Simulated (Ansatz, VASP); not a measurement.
**RbGe5: VASP beside Ansatz**

File INCAR:

```
SYSTEM = RbGe5
PREC = Accurate ; ENCUT = 600
EDIFF = 1E-6 ; ISMEAR = 0
SIGMA = 0.1 ; LREAL = .FALSE.
LASPH = .TRUE. ; NELM = 80
ALGO = Normal ; ISIF = 3
LWAVE = .FALSE. ; LCHARG = .FALSE.
GGA = PE ; IBRION = 2
NSW = 90 ; EDIFFG = -0.04
```

KPOINTS

```
Automatic mesh
0
G
  6 6 2
  0 0 0
```

Contents of POSCAR:

```
RbGe5
1.0
    4.2118884900      0.0000000000      0.0000000000
   -2.1059442500      3.6476024300      0.0000000000
    0.0000000000      0.0000000000      9.5338202500
Rb Ge
1 5
Direct
    0.0000000000      0.0000000000      0.0000000000
    0.3333333300      0.6666666700      0.3793514700
    0.3333333300      0.6666666700      0.6206485300
    0.6666666700      0.3333333300      0.6206485300
    0.6666666700      0.3333333300      0.3793514700
    0.0000000000      0.0000000000      0.5000000000
```

Input for Ansatz:

```yaml
crystal:
  lattice:
    - [4.21188849, 0.0, 0.0]
    - [-2.10594425, 3.64760243, 0.0]
    - [0.0, 0.0, 9.53382025]
  atoms:
    - { symbol: Rb, position: [0.0, 0.0, 0.0] }
    - { symbol: Ge, position: [0.33333333, 0.66666667, 0.37935147] }
    - { symbol: Ge, position: [0.33333333, 0.66666667, 0.62064853] }
    - { symbol: Ge, position: [0.66666667, 0.33333333, 0.62064853] }
    - { symbol: Ge, position: [0.66666667, 0.33333333, 0.37935147] }
    - { symbol: Ge, position: [0.0, 0.0, 0.5] }
basis:
  ecutwfc: 420
kpoints:
  mp_grid: { grid: [6, 6, 2] }
hamiltonian:
  xc: pbe
scf:
  occupations: { method: gaussian, width: 0.1 }
  lower_state_search: "off"
output:
  forces: true
  stress: true
  eigenvalues: true
relax:
  adjacent_minimum: "off"
  f_tol: 0.04
  max_steps: 70
  cell: { stress_tol: 0.4 }
```

Alike in both runs: task relaxation of cell and atoms; functional PBE; k mesh 6 × 6 × 2; occupations gaussian, width 0.1 eV; no spin polarisation.

|  | VASP | Ansatz |
| --- | --- | --- |
| version | VASP 6.6.1 | Ansatz 0.2.0 |
| potentials or method | VASP PAW PBE potentials, release 64 (Rb_sv, Ge_d), cutoff 600 eV | scalar-relativistic, plane waves, PAW |
| valence electrons in the cell | 79 | 79 |

|  | VASP | Ansatz | Ansatz less VASP |
| --- | --- | --- | --- |
| gap on the k mesh at the Fermi level, each at its own relaxed structure (eV) | none | none | - |
| relaxed volume (Å³/atom) | 25.70 | 25.81 | +0.112 |
| relaxed length of the cell vector where the two differ most in proportion (Å) | 7.585 | 7.636 | +0.0509 |

A gap of «none» marks a metal or a gap that the smearing closes.
